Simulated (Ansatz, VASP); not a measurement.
# One calculation of NaCl, two programs

```xyz
2
Lattice="0.0000 2.7321 2.7321 2.7321 0.0000 2.7321 2.7321 2.7321 0.0000" Properties=species:S:1:pos:R:3 pbc="T T T"
Na    0.0000    0.0000    0.0000
Cl    2.7321    2.7321    2.7321
```

Alike in both runs: functional LDA; k mesh 6 × 6 × 6; occupations gaussian, width 0.02 eV; no spin polarisation.

Ansatz relaxed the structure, and its values are those at the end. VASP's run is a single point on that final structure, the one shown.

|  | VASP | Ansatz |
| --- | --- | --- |
| version | VASP 6.6.1 | Ansatz 0.2.0 |
| potentials or method | VASP PAW LDA potentials, release 64 (Na_pv, Cl), cutoff 500 eV | scalar-relativistic, plane waves, PAW |
| valence electrons in the cell | 14 | 16 |

|  | VASP | Ansatz | Ansatz less VASP |
| --- | --- | --- | --- |
| gap on the k mesh at the Fermi level (eV) | 5.08 | 5.08 | -0.004 |
| least direct gap on the mesh (eV) | 5.08 | 5.08 | -0.004 |
| pressure (GPa) | 0.0 | 0.0 | -0.01 |

Ansatz warns that its potentials were made for another functional, while VASP's fit it. LDA's correlation is that of Perdew and Zunger in VASP and of Perdew and Wang (1992) in Ansatz. VASP's potentials hold 14 valence electrons a cell and Ansatz's 16, so a difference there can come from the potentials and not from the codes.
